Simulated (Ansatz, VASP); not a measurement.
## Two plane-wave programs on SnSe

```
CELL_PARAMETERS angstrom
0.00000 2.97275 2.97275
2.97275 0.00000 2.97275
2.97275 2.97275 0.00000
ATOMIC_POSITIONS crystal
Sn 0.00000 0.00000 0.00000
Se 0.48108 0.48108 0.51892
```

Change from the starting cell: all Se atoms moved +0.113 Å, as atom 2 towards its neighbour atom 1 (Sn) at 2.973 Å.

Alike in both runs: task single point; functional PBEsol; k mesh 8 × 8 × 8; occupations gaussian, width 0.05 eV; no spin polarisation.

|  | VASP | Ansatz |
| --- | --- | --- |
| version | VASP 6.6.1 | Ansatz 0.2.0 |
| potentials or method | VASP PAW PBE potentials, release 64 (Sn_d, Se), cutoff 520 eV | scalar-relativistic, plane waves, PAW |
| valence electrons in the cell | 20 | 30 |

|  | VASP | Ansatz | Ansatz less VASP |
| --- | --- | --- | --- |
| gap on the k mesh at the Fermi level (eV) | 0.77 | 0.77 | -0.002 |
| least direct gap on the mesh (eV) | 0.86 | 0.85 | -0.004 |
| pressure (GPa) | 0.2 | 0.2 | -0.02 |
| traceless stress, the component that is largest in VASP (GPa) | 0.29 | 0.28 | -0.005 |
| rms of the force components (eV/Å) | 0.038 | 0.035 | -0.0027 |

VASP's potentials were made for PBE, not for PBEsol. Atom by atom the forces differ by 0.003 eV/Å (rms over components). VASP's potentials hold 20 valence electrons a cell and Ansatz's 30, so a difference there can come from the potentials and not from the codes.
